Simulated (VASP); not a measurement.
Runs of VASP 6.6.1 on Y. The structure is that of space group P6_3/mmc (No. 194), or close to it. The cells are those of the table. 

| task | cell | cutoff (eV) | gap on the mesh (eV) | pressure (GPa) |
| --- | --- | --- | --- | --- |
| single point | a = 3.590, b = 3.590, c = 5.641 Å, angles 90.0, 90.0, 120.0°, 2 atoms | 520 | none | -0.1 |
| relaxation of volume and atoms at fixed shape | relaxed from a = 3.647, b = 3.647, c = 5.731 Å, angles 90.0, 90.0, 120.0°, 2 atoms | 600 | none | 0.0 |
| single point | a = 3.614, b = 3.614, c = 5.678 Å, angles 90.0, 90.0, 120.0°, 2 atoms | 520 | none | (a) |
| single point | a = 3.566, b = 3.566, c = 5.603 Å, angles 90.0, 90.0, 120.0°, 2 atoms | 520 | none | 0.7 |

Alike in all rows: level PBEsol; potentials or basis VASP PAW PBE potentials, release 64 (Y_sv); no spin polarisation; k mesh 7 × 7 × 4; smearing methfessel-paxton 0.05 eV.

Problem. Fill in the values left out.

Solution. (a) -0.9.

Caveats: the PAW data sets were made with another functional, which shifts forces and pressure a little.

A k mesh can miss the band edges, and the runs leave out spin-orbit coupling on Y.

A gap of «none» marks levels without a gap at the run's occupations.
